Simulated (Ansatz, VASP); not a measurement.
# Two plane-wave programs on Os

The input INCAR:

```
AGGAC    = 1.0          
AGGAX    = 1.0          
ALDAC    = 0.0          
ALDAX    = 1.0          
ALGO     = Normal         # electronic algorithm
EDIFF    = 1E-6           # SCF threshold, eV
ENCUT    = 560            # plane-wave cutoff, eV
GGA      = B5             # functional
GGA_COMPAT= F            
ISIF     = 2              # what is computed and relaxed
ISMEAR   = -1             # smearing method
LASPH    = T              # aspherical terms in the spheres
LCHARG   = T              # write CHGCAR
LELF     = T              # ELF
LREAL    = F              # projectors in reciprocal space
LVHAR    = T            
LWAVE    = F              # write WAVECAR
NBANDS   = 14             # bands
NELM     = 120            # most SCF steps
PREC     = Accurate       # precision mode
SIGMA    = 0.1            # smearing width, eV
```

KPOINTS

```
k-points
0
Gamma
  14 14 14
```

Contents of POSCAR:

```
Os
1.0
    2.6651460261      0.0000000000      0.0000000000
    0.0000000000      2.6651460261      0.0000000000
    0.0000000000      0.0000000000      2.6651460261
Os
1
Direct
    0.0000000000      0.0000000000      0.0000000000
```

Input for Ansatz:

```yaml
crystal:
  lattice:
    - [2.6651460261, 0.0, 0.0]
    - [0.0, 2.6651460261, 0.0]
    - [0.0, 0.0, 2.6651460261]
  atoms:
    - { symbol: Os, position: [0.0, 0.0, 0.0] }
hamiltonian:
  xc: blyp
  pseudopotentials:
    kind: paw
    azcp:
      Os: "pseudopotentials/Os.paw.azcp"
basis:
  ecutwfc: 420
  fft_grid_basis: typed
kpoints:
  mp_grid: { grid: [14, 14, 14], shift: [0, 0, 0] }
magnetization:
  spin_polarized: false
scf:
  occupations: { method: fermi_dirac, width: 0.1 }
  lower_state_search: "off"
output:
  stress: true
  write_density: true
  write_potential: true
  elf: true
  volumetric_format: npy
```

Alike in both runs: task single point; functional BLYP; k mesh 14 × 14 × 14; occupations fermi-dirac, width 0.1 eV; no spin polarisation.

|  | VASP | Ansatz |
| --- | --- | --- |
| version | VASP 6.6.1 | Ansatz 0.2.0 |
| potentials or method | VASP PAW PBE potentials, release 64 (Os_sv_GW), cutoff 560 eV | plane waves (420 eV) with PAW, scalar-relativistic |
| valence electrons in the cell | 16 | 16 |

```tsv
	VASP	Ansatz	Ansatz less VASP
pressure (GPa)	-15.1	-14.7	+0.43
```

VASP's potentials were made for PBE, not for BLYP.

Neither program's run includes spin-orbit coupling.
